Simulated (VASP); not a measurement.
# In (Fm-3m) in VASP: notebook

The runs below take In through single point, with r2SCAN, r2SCAN0.

Everything below comes from runs of VASP 6.6.1. Logs are shortened: lines on timing, memory, paths and dates and some standing lists are left out, and cuts for length are marked.

## Step 1: The cell of the first run

It takes space group Fm-3m (No. 225, cubic). Conventional cell: a = 4.715 Å, b = 4.715 Å, c = 4.715 Å, α = 90.00°, β = 90.00°, γ = 90.00°. Within 4.4 Å of In (site symmetry m-3m) lie 12 In at 3.33 Å.

This isn't the form of In at room conditions, which is tetragonal.

## Step 2: Single point, r2SCAN

POSCAR reads:

```
In
1.0
    0.0000000000      2.3577359631      2.3577359631
    2.3577359631      0.0000000000      2.3577359631
    2.3577359631      2.3577359631      0.0000000000
In
1
Direct
    0.0000000000      0.0000000000      0.0000000000
```

INCAR.step1 reads:

```
SYSTEM = In
PREC = Accurate
ENCUT = 520
ISMEAR = -1
SIGMA = 0.1
LREAL = .FALSE.
LASPH = .TRUE.
NELM = 80
NBANDS = 12
GGA = PE
ALGO = Normal
EDIFF = 1E-4
LWAVE = .TRUE.
LCHARG = .FALSE.
```

INCAR.step2 reads:

```
SYSTEM = In
PREC = Accurate
ENCUT = 520
EDIFF = 1E-6
ISMEAR = -1
SIGMA = 0.1
LREAL = .FALSE.
LASPH = .TRUE.
NELM = 80
ALGO = Normal
ISIF = 2
LWAVE = .FALSE.
LCHARG = .FALSE.
METAGGA = R2SCAN
LMIXTAU = .TRUE.
NBANDS = 12
ISTART = 1
```

KPOINTS reads:

```
regular mesh
0
G
  6 6 6
  0 0 0
```

Potentials or basis: VASP PAW PBE potentials, release 64 (In_d).

On the command line:

```console
cat potpaw_PBE.64/In_d/POTCAR > POTCAR
cp INCAR.step1 INCAR
mpirun -np 1 vasp_std > vasp.out
cp INCAR.step2 INCAR
mpirun -np 1 vasp_std > vasp.out
```

OUTCAR:

```text
SYSTEM = In
   PREC = Accurate
   ENCUT = 520
   EDIFF = 1E-6
   ISMEAR = -1
   LREAL = .FALSE.
   LASPH = .TRUE.
   NELM = 80
   ISIF = 2
   METAGGA = R2SCAN
   ISTART = 1

 ion  position               nearest neighbor table
   1  0.000  0.000  0.000-

  LATTYP: Found a face centered cubic cell.
 ALAT       =     4.7154719262

  Lattice vectors:

 A1 = (   0.0000000000,   2.3577359631,   2.3577359631)
 A2 = (   2.3577359631,   0.0000000000,   2.3577359631)
 A3 = (   2.3577359631,   2.3577359631,   0.0000000000)

Analysis of symmetry for initial positions (statically):
=====================================================================
 Subroutine PRICEL returns:
 Original cell was already a primitive cell.

 Routine SETGRP: Setting up the symmetry group for a
 face centered cubic supercell.

 Subroutine GETGRP returns: Found 48 space group operations
 (whereof 48 operations were pure point group operations)
 out of a pool of 48 trial point group operations.

The static configuration has the point symmetry O_h .

Analysis of symmetry for dynamics (positions and initial velocities):
=====================================================================
 Subroutine PRICEL returns:
 Original cell was already a primitive cell.

 Routine SETGRP: Setting up the symmetry group for a
 face centered cubic supercell.

 Subroutine GETGRP returns: Found 48 space group operations
 (whereof 48 operations were pure point group operations)
 out of a pool of 48 trial point group operations.

The dynamic configuration has the point symmetry O_h .

 Subroutine INISYM returns: Found 48 space group operations
 (whereof 48 operations are pure point group operations),
 and found     1 'primitive' translations

----------------------------------------------------------------------------------------

                                     Primitive cell

  volume of cell :      26.2129

  direct lattice vectors                    reciprocal lattice vectors
     0.000000000  2.357735963  2.357735963    -0.212067851  0.212067851  0.212067851
     2.357735963  0.000000000  2.357735963     0.212067851 -0.212067851  0.212067851
     2.357735963  2.357735963  0.000000000     0.212067851  0.212067851 -0.212067851

  length of vectors
     3.334342176  3.334342176  3.334342176     0.367312293  0.367312293  0.367312293

  position of ions in fractional coordinates (direct lattice)
     0.000000000  0.000000000  0.000000000

  ion indices of the primitive-cell ions
   primitive index   ion index
                 1           1

----------------------------------------------------------------------------------------

 KPOINTS: regular mesh

Automatic generation of k-mesh.
 Grid dimensions read from file:
 generate k-points for:    6    6    6

 Generating k-lattice:

  Cartesian coordinates                     Fractional coordinates (reciprocal lattice)
    -0.035344642  0.035344642  0.035344642     0.166666667  0.000000000  0.000000000
     0.035344642 -0.035344642  0.035344642     0.000000000  0.166666667  0.000000000
     0.035344642  0.035344642 -0.035344642     0.000000000  0.000000000  0.166666667

  Length of vectors
     0.061218716  0.061218716  0.061218716

  Shift w.r.t. Gamma in fractional coordinates (k-lattice)
     0.000000000  0.000000000  0.000000000

 Subroutine IBZKPT returns following result:
 ===========================================

 Found     16 irreducible k-points:

 Following reciprocal coordinates:
            Coordinates               Weight
  0.000000  0.000000  0.000000      1.000000
  0.166667  0.000000  0.000000      8.000000
  0.333333  0.000000  0.000000      8.000000
  0.500000  0.000000  0.000000      4.000000
  0.166667  0.166667  0.000000      6.000000
  0.333333  0.166667  0.000000     24.000000
[... 8 lines left out ...]
 -0.333333  0.333333  0.166667     24.000000
 -0.333333  0.500000  0.166667     12.000000
   k-points           NKPTS =     16   k-points in BZ     NKDIM =     16   number of bands    NBANDS=     12
   number of dos      NEDOS =    301   number of ions     NIONS =      1
   total plane-waves  NPLWV =  21952
   dimension x,y,z NGX =    28 NGY =   28 NGZ =   28
   dimension x,y,z NGXF=    56 NGYF=   56 NGZF=   56
   ions per type =               1
   NGX,Y,Z   is equivalent  to a cutoff of  13.96, 13.96, 13.96 a.u.
   NGXF,Y,Z  is equivalent  to a cutoff of  27.92, 27.92, 27.92 a.u.
 SYSTEM =  In
   PREC   = accura    normal or accurate (medium, high low for compatibility)
   ISTART =      1    job   : 0-new  1-cont  2-samecut
   ICHARG =      0    charge: 1-file 2-atom 10-const
   ISPIN  =      1    spin polarized calculation?
   LNONCOLLINEAR =      F non collinear calculations
   LSORBIT =      F    spin-orbit coupling
   LASPH  =      T    aspherical Exc in radial PAW
   ENCUT  =  520.0 eV  38.22 Ry    6.18 a.u.   6.20  6.20  6.20*2*pi/ulx,y,z
   NELM   =     80;   NELMIN=  2; NELMDL=  0     # of ELM steps
   EDIFF  = 0.1E-05   stopping-criterion for ELM
   LREAL  =      F    real-space projection
[... 7 lines left out ...]
   TEBEG  =    0.0;   TEEND  =   0.0 temperature during run
   PSTRESS=    0.0 pullay stress
   NELECT =      13.0000    total number of electrons
   NUPDOWN=      -1.0000    fix difference up-down
   EMIN   =  10.00;   EMAX   =-10.00  energy-range for DOS
   EFERMI =   0.00;   METHOD = LEGACY
   ISMEAR =    -1;   SIGMA  =   0.10  broadening in eV -4-tet -1-fermi 0-gaus
   EFERMI_NEDOS =   21; number of points for ismear=-14 and -15
   IALGO  =     38    algorithm
   IMIX   =      4    mixing-type and parameters
     AMIX     =   0.40;   BMIX     =  1.00
     AMIX_MAG =   1.60;   BMIX_MAG =  1.00
  volume/ion in A,a.u.               =      26.21       176.89
  Fermi-wavevector in a.u.,A,eV,Ry     =   1.295838  2.448779 22.846858  1.679197
  Thomas-Fermi vector in A             =   2.427333
   LORBIT       =      0    0 simple, 1 ext, 2 COOP (PROOUT), +10 PAW based schemes
   METAGGA = R2SCAN    functional components
   LHFCALC =     F    Hartree Fock is set to
   AEXX    =    0.0000 exact exchange contribution
   IVDW    =     0    specifies the selected vdW correction
   LEPSILON=     F    determine dielectric tensor
   LRPA    =     F    only Hartree local field effects (RPA)
 non-spin polarized calculation
  energy-cutoff  :      520.00
  volume of cell :       26.21
 maximum number of plane-waves:       725
 NGX is ok and might be reduce to    28
   NGX = 13   NGY = 13   NGZ = 13

 number of electron      13.0000004 magnetization

 Free energy of the ion-electron system (eV)
  ---------------------------------------------------
  ext. energy  EPLUGINS =         0.00000000
  ---------------------------------------------------
  free energy    TOTEN  =       -22.61669005 eV

  energy without entropy =      -22.60473452  energy(sigma->0) =      -22.61071229

 E-fermi :   7.4208     XC(G=0): -11.0870

 val. band max:        7.0391020451   @ k =  -0.3333   0.3333   0.0000
 cond. band min:       7.4505752804   @ k =  -0.3333   0.3333   0.0000
 fundamental gap:      0.4114732352
 Fermi energy:         7.4208019582

 k-point     1 :       0.0000    0.0000    0.0000
  band No.  band energies     occupation
      1      -7.7895      2.00000
      2      -7.7895      2.00000
      3      -7.7895      2.00000
      4      -7.6103      2.00000
      5      -7.6103      2.00000
      6      -2.5763      2.00000
      7      18.6588      0.00000
      8      18.6588      0.00000
      9      18.6588      0.00000
     10      19.5747      0.00000
     11      22.0258      0.00000
     12      22.0258      0.00000

 k-point     2 :       0.1667    0.0000    0.0000
  band No.  band energies     occupation
      1      -7.8010      2.00000
      2      -7.7527      2.00000
      3      -7.7527      2.00000
      4      -7.6055      2.00000
      5      -7.6055      2.00000
      6      -1.9306      2.00000
      7      13.7056      0.00000
      8      17.7623      0.00000
      9      17.7624      0.00000
     10      19.3123      0.00000
     11      23.4095      0.00000
     12      23.4815      0.00000

 k-point     3 :       0.3333    0.0000    0.0000
  band No.  band energies     occupation
      1      -7.8405      2.00000
      2      -7.7591      2.00000
      3      -7.7591      2.00000
      4      -7.5126      2.00000
      5      -7.5126      2.00000
      6       0.0487      2.00000
      7       8.0529      0.00359
      8      16.7382      0.00000
      9      16.7382      0.00000
     10      19.1583      0.00000
     11      21.3507      0.00000
     12      21.3507      0.00000
[... 166 lines left out ...]
 k-point    15 :      -0.3333    0.3333    0.1667
  band No.  band energies     occupation
      1      -7.8146      2.00000
      2      -7.7682      2.00000
      3      -7.6491      2.00000
      4      -7.5860      2.00000
      5      -7.4459      2.00000
      6       4.4689      2.00000
      7       5.7400      2.00000
      8       9.6932      0.00000
      9      11.1881      0.00000
     10      19.7146      0.00000
     11      21.6367      0.00000
     12      25.1292      0.00000

 k-point    16 :      -0.3333    0.5000    0.1667
  band No.  band energies     occupation
      1      -7.8838      2.00000
      2      -7.8403      2.00000
      3      -7.5768      2.00000
      4      -7.5282      2.00000
      5      -7.4045      2.00000
      6       5.8002      2.00000
      7       6.0443      2.00000
      8       8.8208      0.00000
      9       9.5541      0.00000
     10      19.2743      0.00000
     11      19.5120      0.00000
     12      25.5587      0.00000

------------------------ aborting loop because EDIFF is reached ----------------------------------------

  FORCE on cell =-STRESS in cart. coord.  units (eV):
  Direction    XX          YY          ZZ          XY          YZ          ZX
  --------------------------------------------------------------------------------------
  -------------------------------------------------------------------------------------
  Total       -0.1575048     -0.1575048     -0.1575048      0.0000000      0.0000000     -0.0000000
  in kB       -9.6269559     -9.6269559     -9.6269559      0.0000000      0.0000000     -0.0000000
  external PRESSURE =      -9.6269559 kB  Pullay stress =       0.0000000 kB

 VOLUME and BASIS-vectors are now :
 -----------------------------------------------------------------------------
  energy-cutoff  :      520.00
  volume of cell :       26.21
      direct lattice vectors                 reciprocal lattice vectors
     0.000000000  2.357735963  2.357735963    -0.212067851  0.212067851  0.212067851
     2.357735963  0.000000000  2.357735963     0.212067851 -0.212067851  0.212067851
     2.357735963  2.357735963  0.000000000     0.212067851  0.212067851 -0.212067851

 POSITION                                       TOTAL-FORCE (eV/Angst)
 -----------------------------------------------------------------------------------
      0.00000      0.00000      0.00000        -0.000000      0.000000     -0.000000
 -----------------------------------------------------------------------------------
    total drift:                               -0.000000     -0.000000     -0.000000

  FREE ENERGIE OF THE ION-ELECTRON SYSTEM (eV)
  ---------------------------------------------------
  free  energy   TOTEN  =       -22.6166900520 eV

  energy  without entropy=      -22.6047345219  energy(sigma->0) =      -22.61071229
```

Run time: 13 s. Hardware: 1 thread of Intel Xeon 6975P-C (Granite Rapids), shared host; peak memory 0.16 GiB.

Results:

| Quantity | Value |
| --- | --- |
| Free energy | -22.6167 eV |
| Pressure | -1.0 GPa |
| Band gap on the k mesh | zero (an odd number of electrons rules out a gap without spin polarisation) |

Caveat: the k points lie up to 0.38 Å⁻¹ apart, too coarse for converged energies and pressures of a metal; the PAW data sets were made with another functional, which shifts forces and pressure a little; spin-orbit coupling is left out, which moves the levels of the heavy elements.

[end of part 1 of 2]
